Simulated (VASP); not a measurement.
TiSi16 (a cell with a defect): single point with PBE+D3(BJ)

TiSi16 (a cell with a defect):

```
Si Ti
1.0
     0.00000    5.43000    5.43000
     5.43000    0.00000    5.43000
     5.43000    5.43000    0.00000
Si Ti
16 1
Direct
  0.00369 0.00341 0.98889
  0.12801 0.12770 0.12285
  0.00395 0.00371 0.50510
  0.12452 0.12468 0.62633
  0.99541 0.50090 0.00227
  0.12801 0.62106 0.12260
  0.00383 0.48732 0.50481
  0.12805 0.62138 0.62907
  0.50118 0.99508 0.00229
  0.62122 0.12771 0.12273
  0.48723 0.00369 0.50495
  0.62152 0.12777 0.62910
  0.50114 0.50089 0.00225
  0.62480 0.62446 0.12562
  0.50124 0.50099 0.49629
  0.62136 0.62132 0.62902
  0.87463 0.87459 0.37606
```

```yaml
Program: VASP 6.6.1
Task: single point
Functional: PBE
Dispersion: D3(BJ)
Potentials_or_basis: VASP PAW PBE potentials, release 64 (Si, Ti_sv)
Cutoff: 520 eV
k_mesh: 2 × 2 × 2
Occupations: gaussian, width 0.05 eV
Spin: no spin polarisation
```

The pressure is 0.9 GPa and the largest force is 0.008 eV/Å. The band gap on the k mesh is zero (bands 38 and 39 overlap by 0.43 eV) and the dispersion energy per atom is -0.343 eV.

Forces in eV/Å, atoms in the order of the input:
```
Si  -0.002 -0.001  0.001
Si   0.000 -0.001  0.003
Si   0.005  0.005  0.002
Si  -0.005 -0.004  0.003
Si   0.002 -0.004 -0.005
Si   0.001 -0.001  0.001
Si  -0.002  0.005 -0.006
Si   0.000  0.001  0.002
Si  -0.005  0.003 -0.005
Si   0.000 -0.001  0.001
Si   0.005 -0.002 -0.006
Si   0.002 -0.001  0.001
Si   0.002  0.003  0.005
Si   0.001  0.000  0.001
Si  -0.002 -0.002  0.003
Si   0.000  0.000 -0.001
Ti  -0.001  0.001 -0.001
```

Levels at points of the mesh, in eV from the Fermi level:
```
           k point  band 34  band 35  band 36  band 37  band 38  band 39  band 40  band 41
(0.00, 0.00, 0.00)    -0.99    -0.99    -0.99    -0.41    -0.40    -0.40    -0.10    -0.10
(0.50, 0.00, 0.00)    -1.97    -1.37    -1.36    -0.28     0.03     0.04     0.44     0.44
(0.00, 0.50, 0.00)    -1.97    -1.37    -1.36    -0.28     0.03     0.03     0.44     0.44
(0.00, 0.00, 0.50)    -1.97    -1.37    -1.37    -0.28     0.03     0.03     0.44     0.44
(0.50, 0.50, 0.50)    -1.97    -1.37    -1.37    -0.28     0.03     0.04     0.44     0.44
(0.50, 0.50, 0.00)    -2.00    -2.00    -1.88    -0.71    -0.04     0.57     0.57     1.10
(0.00, 0.50, 0.50)    -2.00    -2.00    -1.88    -0.71    -0.04     0.57     0.57     1.10
(0.50, 0.00, 0.50)    -2.00    -2.00    -1.88    -0.71    -0.04     0.57     0.57     1.10
```

Run time: 8.9 min on 1 thread of Intel Xeon 8259CL, with other jobs on the host, peak memory 0.49 GiB.

Caveat: the k points lie up to 0.50 Å⁻¹ apart.
